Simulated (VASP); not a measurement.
Runs of VASP 6.6.1 on Ni. It takes space group Fm-3m (No. 225, cubic). The conventional cell has a = 3.524 Å, b = 3.524 Å, c = 3.524 Å, α = 90.00°, β = 90.00°, γ = 90.00°. Ni (site symmetry m-3m) has 12 Ni at 2.49 Å within 3.3 Å. 

```csv
k mesh,gap on the mesh (eV),pressure (GPa),moment (μB)
7 × 7 × 7,none,-1.1,0.53
10 × 10 × 10,none,-0.4,0.68
4 × 4 × 4,none,-4.8,(c)
6 × 6 × 6,none,(a),0.62
8 × 8 × 8,none,(b),0.69
```

Alike in all rows: task single point; level PBE; potentials or basis VASP PAW PBE potentials, release 64 (Ni); spin collinear, ferromagnetic start; cell as given; cutoff (eV) 600; smearing fermi-dirac 0.1 eV.

Q: Estimate the missing entries.

A: (a) -1.4; (b) -0.3; (c) 0.58.

Caveats: some runs use coarse meshes.

A gap of «none» marks levels without a gap at the run's occupations.
